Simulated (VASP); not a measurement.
# TeMo5 (F-43m) in VASP: further runs

Runs on TeMo5. Level: PBE. Tasks: single point.

Program: VASP 6.6.1. These are calculated values, not measurements. Logs are shortened: lines on timing, memory, paths and dates and some standing lists are left out, and cuts for length are marked.

## (1) The cell of the first run

The structure is cubic, space group F-43m (No. 216). The conventional cell has a = 7.441 Å, b = 7.441 Å, c = 7.441 Å, α = 90.00°, β = 90.00°, γ = 90.00°. Within 4.1 Å of Te (site symmetry -43m) lie 16 Mo at 3.08 to 3.22 Å. Mo (site symmetry 3m) has 9 Mo at 2.61 to 3.09 Å and 3 Te at 3.08 Å within 3.4 Å. Mo (site symmetry -43m) has 12 Mo at 3.09 Å and 4 Te at 3.22 Å within 4.1 Å.

## (2) Single point, PBE

Contents of INCAR:

```
SYSTEM = TeMo5
PREC = Accurate
ENCUT = 520
EDIFF = 1E-7
ISMEAR = 0
SIGMA = 0.1
LREAL = .FALSE.
LASPH = .TRUE.
NELM = 60
ALGO = Normal
ISIF = 2
LWAVE = .FALSE.
LCHARG = .TRUE.
GGA = PE
LELF = .TRUE.
LVHAR = .TRUE.
NBANDS = 47
```

Contents of KPOINTS:

```
Automatic mesh
0
G
  4 4 4
  0 0 0
```

Contents of POSCAR:

```
TeMo5
1.0
    0.0000000000      3.7207144941      3.7207144941
    3.7207144941      0.0000000000      3.7207144941
    3.7207144941      3.7207144941      0.0000000000
Te Mo
1 5
Direct
    0.0000000000      0.0000000000      0.0000000000
    0.3740479424      0.3740479424      0.8778561727
    0.3740479424      0.8778561727      0.3740479424
    0.8778561727      0.3740479424      0.3740479424
    0.3740479424      0.3740479424      0.3740479424
    0.7500000000      0.7500000000      0.7500000000
```

Potentials or basis: VASP PAW PBE potentials, release 64 (Te, Mo_sv).

Command:

```
$ cat potpaw_PBE.64/Te/POTCAR potpaw_PBE.64/Mo_sv/POTCAR > POTCAR
$ mpirun -np 1 vasp_std > vasp.out
```

OUTCAR:

```text
SYSTEM = TeMo5
   PREC = Accurate
   ENCUT = 520
   EDIFF = 1E-7
   ISMEAR = 0
   LREAL = .FALSE.
   LASPH = .TRUE.
   NELM = 60
   ISIF = 2
   GGA = PE

 ion  position               nearest neighbor table
   1  0.000  0.000  0.000-   2 3.08   3 3.08   4 3.08   5 3.08   5 3.08   5 3.08   2 3.08   4 3.08
                             4 3.08   2 3.08   3 3.08   3 3.08   6 3.22   6 3.22   6 3.22   6 3.22
   2  0.374  0.374  0.878-   3 2.61   4 2.61   5 2.61   3 2.65   4 2.65   5 2.65   1 3.08   1 3.08
                             1 3.08   6 3.09   6 3.09   6 3.09
   3  0.374  0.878  0.374-   2 2.61   4 2.61   5 2.61   4 2.65   2 2.65   5 2.65   1 3.08   1 3.08
                             1 3.08   6 3.09   6 3.09   6 3.09
   4  0.878  0.374  0.374-   2 2.61   3 2.61   5 2.61   3 2.65   2 2.65   5 2.65   1 3.08   1 3.08
                             1 3.08   6 3.09   6 3.09   6 3.09
   5  0.374  0.374  0.374-   2 2.61   3 2.61   4 2.61   4 2.65   3 2.65   2 2.65   1 3.08   1 3.08
                             1 3.08   6 3.09   6 3.09   6 3.09
   6  0.750  0.750  0.750-   2 3.09   2 3.09   3 3.09   4 3.09   3 3.09   4 3.09   5 3.09   5 3.09
                             5 3.09   2 3.09   3 3.09   4 3.09   1 3.22   1 3.22   1 3.22   1 3.22

  LATTYP: Found a face centered cubic cell.
 ALAT       =     7.4414289882

  Lattice vectors:

 A1 = (   0.0000000000,   3.7207144941,   3.7207144941)
 A2 = (   3.7207144941,   0.0000000000,   3.7207144941)
 A3 = (   3.7207144941,   3.7207144941,   0.0000000000)

Analysis of symmetry for initial positions (statically):
=====================================================================
 Subroutine PRICEL returns:
 Original cell was already a primitive cell.

 Routine SETGRP: Setting up the symmetry group for a
 face centered cubic supercell.

 Subroutine GETGRP returns: Found 24 space group operations
 (whereof 24 operations were pure point group operations)
 out of a pool of 48 trial point group operations.

The static configuration has the point symmetry T_d .

Analysis of symmetry for dynamics (positions and initial velocities):
=====================================================================
 Subroutine PRICEL returns:
 Original cell was already a primitive cell.

 Routine SETGRP: Setting up the symmetry group for a
 face centered cubic supercell.

 Subroutine GETGRP returns: Found 24 space group operations
 (whereof 24 operations were pure point group operations)
 out of a pool of 48 trial point group operations.

The dynamic configuration has the point symmetry T_d .

 Subroutine INISYM returns: Found 24 space group operations
 (whereof 24 operations are pure point group operations),
 and found     1 'primitive' translations

----------------------------------------------------------------------------------------

                                     Primitive cell

  volume of cell :     103.0170

  direct lattice vectors                    reciprocal lattice vectors
     0.000000000  3.720714494  3.720714494    -0.134382791  0.134382791  0.134382791
     3.720714494  0.000000000  3.720714494     0.134382791 -0.134382791  0.134382791
     3.720714494  3.720714494  0.000000000     0.134382791  0.134382791 -0.134382791

  length of vectors
     5.261884899  5.261884899  5.261884899     0.232757822  0.232757822  0.232757822

  position of ions in fractional coordinates (direct lattice)
     0.000000000  0.000000000  0.000000000
     0.374047942  0.374047942  0.877856173
     0.374047942  0.877856173  0.374047942
     0.877856173  0.374047942  0.374047942
     0.374047942  0.374047942  0.374047942
     0.750000000  0.750000000  0.750000000

  ion indices of the primitive-cell ions
   primitive index   ion index
                 1           1
                 2           2
                 3           3
                 4           4
                 5           5
                 6           6

----------------------------------------------------------------------------------------

 KPOINTS: Automatic mesh

Automatic generation of k-mesh.
 Grid dimensions read from file:
 generate k-points for:    4    4    4

 Generating k-lattice:

  Cartesian coordinates                     Fractional coordinates (reciprocal lattice)
    -0.033595698  0.033595698  0.033595698     0.250000000  0.000000000  0.000000000
     0.033595698 -0.033595698  0.033595698     0.000000000  0.250000000  0.000000000
     0.033595698  0.033595698 -0.033595698     0.000000000  0.000000000  0.250000000

  Length of vectors
     0.058189456  0.058189456  0.058189456

  Shift w.r.t. Gamma in fractional coordinates (k-lattice)
     0.000000000  0.000000000  0.000000000

 Subroutine IBZKPT returns following result:
 ===========================================

 Found      8 irreducible k-points:

 Following reciprocal coordinates:
            Coordinates               Weight
  0.000000  0.000000  0.000000      1.000000
  0.250000  0.000000  0.000000      8.000000
  0.500000  0.000000  0.000000      4.000000
  0.250000  0.250000  0.000000      6.000000
  0.500000  0.250000  0.000000     24.000000
 -0.250000  0.250000  0.000000     12.000000
  0.500000  0.500000  0.000000      3.000000
 -0.250000  0.500000  0.250000      6.000000
   k-points           NKPTS =      8   k-points in BZ     NKDIM =      8   number of bands    NBANDS=     47
   number of dos      NEDOS =    301   number of ions     NIONS =      6
   total plane-waves  NPLWV =  64000
   dimension x,y,z NGX =    40 NGY =   40 NGZ =   40
   dimension x,y,z NGXF=    80 NGYF=   80 NGZF=   80
   ions per type =               1   5
   NGX,Y,Z   is equivalent  to a cutoff of  12.64, 12.64, 12.64 a.u.
   NGXF,Y,Z  is equivalent  to a cutoff of  25.28, 25.28, 25.28 a.u.
 SYSTEM =  TeMo5
   PREC   = accura    normal or accurate (medium, high low for compatibility)
   ISTART =      0    job   : 0-new  1-cont  2-samecut
   ICHARG =      2    charge: 1-file 2-atom 10-const
   ISPIN  =      1    spin polarized calculation?
   LNONCOLLINEAR =      F non collinear calculations
   LSORBIT =      F    spin-orbit coupling
   LASPH  =      T    aspherical Exc in radial PAW
   ENCUT  =  520.0 eV  38.22 Ry    6.18 a.u.   9.78  9.78  9.78*2*pi/ulx,y,z
   NELM   =     60;   NELMIN=  2; NELMDL= -5     # of ELM steps
   EDIFF  = 0.1E-06   stopping-criterion for ELM
   LREAL  =      F    real-space projection
   EDIFFG = 0.1E-05   stopping-criterion for IOM
   NSW    =      0    number of steps for IOM
   IBRION =     -1    ionic relax: 0-MD 1-quasi-New 2-CG
   NFREE  =      0    steps in history (QN), initial steepest desc. (CG)
   ISIF   =      2    stress and relaxation
   ISYM   =      2    0-nonsym 1-usesym 2-fastsym
   POTIM  = 0.5000    time-step for ionic-motion
   TEBEG  =    0.0;   TEEND  =   0.0 temperature during run
   PSTRESS=    0.0 pullay stress
   NELECT =      76.0000    total number of electrons
   NUPDOWN=      -1.0000    fix difference up-down
   EMIN   =  10.00;   EMAX   =-10.00  energy-range for DOS
   EFERMI =   0.00;   METHOD = LEGACY
   ISMEAR =     0;   SIGMA  =   0.10  broadening in eV -4-tet -1-fermi 0-gaus
   EFERMI_NEDOS =   21; number of points for ismear=-14 and -15
   IALGO  =     38    algorithm
   IMIX   =      4    mixing-type and parameters
     AMIX     =   0.40;   BMIX     =  1.00
     AMIX_MAG =   1.60;   BMIX_MAG =  1.00
  volume/ion in A,a.u.               =      17.17       115.87
  Fermi-wavevector in a.u.,A,eV,Ry     =   1.479255  2.795386 29.772201  2.188195
  Thomas-Fermi vector in A             =   2.593435
   LORBIT       =      0    0 simple, 1 ext, 2 COOP (PROOUT), +10 PAW based schemes
   GGA     = PE    functional components
   LHFCALC =     F    Hartree Fock is set to
   AEXX    =    0.0000 exact exchange contribution
   IVDW    =     0    specifies the selected vdW correction
   LEPSILON=     F    determine dielectric tensor
   LRPA    =     F    only Hartree local field effects (RPA)
 non-spin polarized calculation
 Gauss-broadening in eV      SIGMA  =   0.10
  energy-cutoff  :      520.00
  volume of cell :      103.02
 maximum number of plane-waves:      2788
   NGX = 19   NGY = 19   NGZ = 19

 number of electron      76.0000010 magnetization

 Free energy of the ion-electron system (eV)
  ---------------------------------------------------
  ext. energy  EPLUGINS =         0.00000000
  ---------------------------------------------------
  free energy    TOTEN  =       -54.60685438 eV

  energy without entropy =      -54.56428894  energy(sigma->0) =      -54.58557166

 E-fermi :  12.2245     XC(G=0): -12.7365

 val. band max:       12.2141209008   @ k =  -0.2500   0.2500   0.0000
 cond. band min:      12.2333578864   @ k =   0.5000   0.5000   0.0000
 fundamental gap:      0.0192369856
 Fermi energy:        12.2245379985

 k-point     1 :       0.0000    0.0000    0.0000
  band No.  band energies     occupation
      1     -49.0636      2.00000
      2     -48.9136      2.00000
      3     -48.5792      2.00000
      4     -48.5792      2.00000
      5     -48.5792      2.00000
      6     -24.2043      2.00000
[... 39 lines left out ...]
     46      14.7387      0.00000
     47      14.7387      0.00000

 k-point     2 :       0.2500    0.0000    0.0000
  band No.  band energies     occupation
      1     -49.0587      2.00000
      2     -48.8841      2.00000
      3     -48.6160      2.00000
      4     -48.5793      2.00000
      5     -48.5793      2.00000
      6     -24.0399      2.00000
[... 39 lines left out ...]
     46      14.7054      0.00000
     47      14.7054      0.00000

 k-point     3 :       0.5000    0.0000    0.0000
  band No.  band energies     occupation
      1     -49.0547      2.00000
      2     -48.8406      2.00000
      3     -48.6658      2.00000
      4     -48.5795      2.00000
      5     -48.5795      2.00000
      6     -23.8646      2.00000
[... 239 lines left out ...]
     46      14.0594      0.00000
     47      14.0594      0.00000

 k-point     8 :      -0.2500    0.5000    0.2500
  band No.  band energies     occupation
      1     -49.0536      2.00000
      2     -48.7708      2.00000
      3     -48.7382      2.00000
      4     -48.5798      2.00000
      5     -48.5794      2.00000
      6     -23.5022      2.00000
[... 39 lines left out ...]
     46      14.0672      0.00000
     47      14.6781      0.00000

------------------------ aborting loop because EDIFF is reached ----------------------------------------

  FORCE on cell =-STRESS in cart. coord.  units (eV):
  Direction    XX          YY          ZZ          XY          YZ          ZX
  --------------------------------------------------------------------------------------
  -------------------------------------------------------------------------------------
  Total        0.1850830      0.1850830      0.1850830     -0.0000000     -0.0000000     -0.0000000
  in kB        2.8785116      2.8785116      2.8785116     -0.0000000     -0.0000000     -0.0000000
  external PRESSURE =       2.8785116 kB  Pullay stress =       0.0000000 kB

 VOLUME and BASIS-vectors are now :
 -----------------------------------------------------------------------------
  energy-cutoff  :      520.00
  volume of cell :      103.02
      direct lattice vectors                 reciprocal lattice vectors
     0.000000000  3.720714494  3.720714494    -0.134382791  0.134382791  0.134382791
     3.720714494  0.000000000  3.720714494     0.134382791 -0.134382791  0.134382791
     3.720714494  3.720714494  0.000000000     0.134382791  0.134382791 -0.134382791

 POSITION                                       TOTAL-FORCE (eV/Angst)
 -----------------------------------------------------------------------------------
      0.00000      0.00000      0.00000         0.000000      0.000000      0.000000
      4.65798      4.65798      2.78345        -0.027841     -0.027841      0.027841
      4.65798      2.78345      4.65798        -0.027841      0.027841     -0.027841
      2.78345      4.65798      4.65798         0.027841     -0.027841     -0.027841
      2.78345      2.78345      2.78345         0.027841      0.027841      0.027841
      5.58107      5.58107      5.58107         0.000000      0.000000      0.000000
 -----------------------------------------------------------------------------------
    total drift:                                0.000001      0.000001      0.000001

  FREE ENERGIE OF THE ION-ELECTRON SYSTEM (eV)
  ---------------------------------------------------
  free  energy   TOTEN  =       -54.6068543795 eV

  energy  without entropy=      -54.5642889440  energy(sigma->0) =      -54.58557166
```

It took 38 s on 1 thread of Intel Xeon Platinum 8488C (Sapphire Rapids), shared host; peak memory 0.24 GiB.

What came out:

- Free energy: -54.6069 eV
- Pressure: 0.3 GPa
- Largest force: 0.048 eV/Å
- Band gap on the k mesh: zero (band 38 reaches 12.93 eV, above the bottom of band 39 at 11.93 eV)

Forces on the atoms (eV/Å):
```
Te   0.000  0.000  0.000
Mo  -0.028 -0.028  0.028
Mo  -0.028  0.028 -0.028
Mo   0.028 -0.028 -0.028
Mo   0.028  0.028  0.028
Mo   0.000  0.000  0.000
```

Caveat: the k points lie up to 0.37 Å⁻¹ apart; spin-orbit coupling is left out, which moves the levels of the heavy elements.

[end of part 1 of 2]
